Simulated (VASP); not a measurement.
# Hg (Fd-3m) in VASP: notebook, part 2 of 2

VASP 6.6.1. Earlier steps stand in the parts before.

## 4. Relaxation of cell and atoms, LDA, target pressure 60 GPa, at which the enthalpy is minimised

Contents of INCAR:

```
ALGO = Normal ; EDIFF = 1E-7
EDIFFG = -0.03 ; ENCUT = 600
IBRION = 2 ; ISIF = 3
ISMEAR = -1 ; LASPH = True
LCHARG = False ; LREAL = False
LWAVE = False ; NELM = 80
NSW = 50 ; PREC = Accurate
PSTRESS = 600.0 ; SIGMA = 0.1
```

Contents of KPOINTS:

```
k-points
0
Gamma
  6 6 6
```

Contents of POSCAR:

```
Hg
1.0
    0.0000000000      3.1200000000      3.1200000000
    3.1200000000      0.0000000000      3.1200000000
    3.1200000000      3.1200000000      0.0000000000
Hg
2
Direct
    0.0000000000      0.0000000000      0.0000000000
    0.2500000000      0.2500000000      0.2500000000
```

Potentials or basis: VASP PAW LDA potentials, release 64 (Hg).

Launch:

```bash
> cat potpaw_LDA.64/Hg/POTCAR > POTCAR
> mpirun -np 1 vasp_std > vasp.out
```

OUTCAR:

```text
EDIFF = 1E-7
   EDIFFG = -0.03
   ENCUT = 600
   IBRION = 2
   ISIF = 3
   ISMEAR = -1
   LASPH = True
   LREAL = False
   NELM = 80
   NSW = 50
   PREC = Accurate
   PSTRESS = 600.0

 ion  position               nearest neighbor table
   1  0.000  0.000  0.000-   2 2.70   2 2.70   2 2.70   2 2.70
   2  0.250  0.250  0.250-   1 2.70   1 2.70   1 2.70   1 2.70

  LATTYP: Found a face centered cubic cell.
 ALAT       =     6.2400000000

  Lattice vectors:

 A1 = (   0.0000000000,   3.1200000000,   3.1200000000)
 A2 = (   3.1200000000,   0.0000000000,   3.1200000000)
 A3 = (   3.1200000000,   3.1200000000,   0.0000000000)

Analysis of symmetry for initial positions (statically):
=====================================================================
 Subroutine PRICEL returns:
 Original cell was already a primitive cell.

 Routine SETGRP: Setting up the symmetry group for a
 face centered cubic supercell.

 Subroutine GETGRP returns: Found 48 space group operations
 (whereof 24 operations were pure point group operations)
 out of a pool of 48 trial point group operations.

The static configuration has the point symmetry T_d .
 The point group associated with its full space group is O_h .

[... 145 lines left out ...]

 Free energy of the ion-electron system (eV)
  ---------------------------------------------------
  ext. energy  EPLUGINS =         0.00000000
  ---------------------------------------------------
  free energy    TOTEN  =        -1.30031231 eV

  energy without entropy =       -1.27079182  energy(sigma->0) =       -1.28555206

------------------------ aborting loop because EDIFF is reached ----------------------------------------

  FORCE on cell =-STRESS in cart. coord.  units (eV):
  Direction    XX          YY          ZZ          XY          YZ          ZX
  --------------------------------------------------------------------------------------
  -------------------------------------------------------------------------------------
  Total        1.8206582      1.8206582      1.8206582      0.0000000     -0.0000000      0.0000000
  in kB       48.0225509     48.0225509     48.0225509      0.0000000     -0.0000000      0.0000000
  external PRESSURE =    -551.9774491 kB  Pullay stress =     600.0000000 kB
[... 708 lines left out ...]
      3      -6.5921      2.00000
      4      -6.5921      2.00000
      5      -5.6952      2.00000
      6      -5.6952      2.00000
[... 8 lines left out ...]
     15       8.8010      0.00000
     16       8.8010      0.00000

[... ionic steps 4 to 7 ...]

--------------------------------------- Ionic step        8  -------------------------------------------

 number of electron      23.9999999 magnetization

------------------------ aborting loop because EDIFF is reached ----------------------------------------
[... 71 lines left out ...]
--------------------------------------- Ionic step       10  -------------------------------------------

 number of electron      23.9999999 magnetization

 Free energy of the ion-electron system (eV)
  ---------------------------------------------------
  ext. energy  EPLUGINS =         0.00000000
  ---------------------------------------------------
  free energy    TOTEN  =         1.45192396 eV

  energy without entropy =        1.49459650  energy(sigma->0) =        1.47326023

 E-fermi :   4.1365     XC(G=0): -11.5000

 val. band max:        4.0719334002   @ k =  -0.3333   0.3333   0.1667
 cond. band min:       4.1843229948   @ k =   0.5000   0.3333   0.0000
 fundamental gap:      0.1123895946
 Fermi energy:         4.1364883930
[... 335 lines left out ...]
  energy  without entropy=        1.4945964984  energy(sigma->0) =        1.47326023

  enthalpy is  TOTEN    =        17.1625942927 eV   P V=       15.7106703322

 reached required accuracy - stopping structural energy minimisation
```

OSZICAR:

```text
N       E                     dE             d eps       ncg     rms          rms(c)
DAV:   1     0.189502133856E+03    0.18950E+03   -0.13385E+04   512   0.156E+03
DAV:   2     0.277961951325E+01   -0.18672E+03   -0.18002E+03   528   0.369E+02
DAV:   3    -0.143938899030E+01   -0.42190E+01   -0.42088E+01   632   0.639E+01
[... 115 lines left out ...]
DAV:   4     0.145192024581E+01    0.24327E-03   -0.45674E-04   520   0.218E-01    0.387E-02
DAV:   5     0.145192506858E+01    0.48228E-05   -0.26634E-05   536   0.593E-02    0.511E-03
DAV:   6     0.145192423285E+01   -0.83573E-06   -0.71382E-07   552   0.695E-03    0.285E-03
DAV:   7     0.145192396200E+01   -0.27086E-06   -0.19769E-07   408   0.453E-03    0.965E-04
DAV:   8     0.145192396046E+01   -0.15343E-08   -0.85367E-09   256   0.755E-04
  10 F= 0.17162594E+02 E0= 0.17183931E+02  d E =-.272867E-03
```

It took 70 s on 1 thread of Intel Xeon 6975P-C (Granite Rapids), shared host; peak memory 0.25 GiB.

Results:

| Quantity | Value |
| --- | --- |
| Free energy | 1.4519 eV |
| Relaxed volume | 20.98 Å³/atom |
| Relaxed cell | a = 3.900 Å, b = 3.900 Å, c = 3.900 Å, α = 60.00°, β = 60.00°, γ = 60.00° |
| Space group after relaxing (to 0.05 Å) | Fd-3m (No. 227) |
| Energy change on relaxing (the enthalpy is what falls) | +1376.1 meV/atom |
| Ionic steps | 10 |
| Pressure after relaxing | 60.0 GPa |
| Band gap on the k mesh | zero (band 12 reaches 12.13 eV, above the bottom of band 13 at 3.08 eV) |

The path:
```
step  energy change (eV)  largest force (eV/Å)  pressure (GPa)  volume (Å³)
   1              0.0000                0.0000            4.80        60.74
   2            421.5658                0.0000        15736.24         7.38
   3              0.0980                0.0000            7.57        58.19
   4              0.2219                0.0000           10.55        55.98
   5              4.8905                0.0000          101.62        37.61
   6              2.1645                0.0000           48.59        43.69
   7              2.6722                0.0000           58.44        42.17
   8              2.7937                0.0000           60.80        41.84
   9              2.5961                0.0000           56.97        42.38
  10              2.7522                0.0000           60.00        41.95
```

Final structure:
```cif
data_structure
_symmetry_space_group_name_H-M 'P 1'
_symmetry_Int_Tables_number 1
_cell_length_a 3.9002
_cell_length_b 3.9002
_cell_length_c 3.9002
_cell_angle_alpha 60.000
_cell_angle_beta 60.000
_cell_angle_gamma 60.000
_cell_volume 41.95
loop_
_atom_site_label
_atom_site_type_symbol
_atom_site_fract_x
_atom_site_fract_y
_atom_site_fract_z
_atom_site_occupancy
Hg1 Hg 0.00000 0.00000 0.00000 1
Hg2 Hg 0.25000 0.25000 0.25000 1
```

Levels at points of the mesh, in eV from the Fermi level:
| k point | band 8 | band 9 | band 10 | band 11 | band 12 | band 13 | band 14 | band 15 | band 16 |
| --- | --- | --- | --- | --- | --- | --- | --- | --- | --- |
| (0.00, 0.00, 0.00) | -7.49 | -7.49 | -6.12 | -6.12 | 7.99 | 8.45 | 8.51 | 8.51 | 8.51 |
| (0.50, 0.00, 0.00) | -7.20 | -6.30 | -6.30 | -4.89 | -4.48 | 4.79 | 4.79 | 7.85 | 8.16 |
| (0.50, 0.50, 0.00) | -8.24 | -6.06 | -6.06 | -3.48 | -3.48 | 0.77 | 0.77 | 6.19 | 6.19 |

Caveat: the cell is relaxed towards a set pressure, so the enthalpy falls and the energy may rise; the volume moved by over 15 % at a fixed basis, so the end points are rough; spin-orbit coupling is left out, which moves the levels of the heavy elements.

## 5. Summary

```tsv
cell	gap on the mesh (eV)	pressure (GPa)
relaxed to 20 GPa	none	20.0
relaxed to 40 GPa	none	39.9
relaxed to 60 GPa	none	60.0
```

Alike in all rows: task relaxation of cell and atoms; level LDA; potentials or basis VASP PAW LDA potentials, release 64 (Hg); no spin polarisation; k mesh 6 × 6 × 6; cutoff (eV) 600; smearing fermi-dirac 0.1 eV.

Caveats: the cell is relaxed towards a set pressure, so the enthalpy falls and the energy may rise; the volume moved by over 15 % at a fixed basis, so the end points are rough; spin-orbit coupling is left out, which moves the levels of the heavy elements.

Total energies depend on the potentials used, so only differences within one code and one set of settings carry meaning.
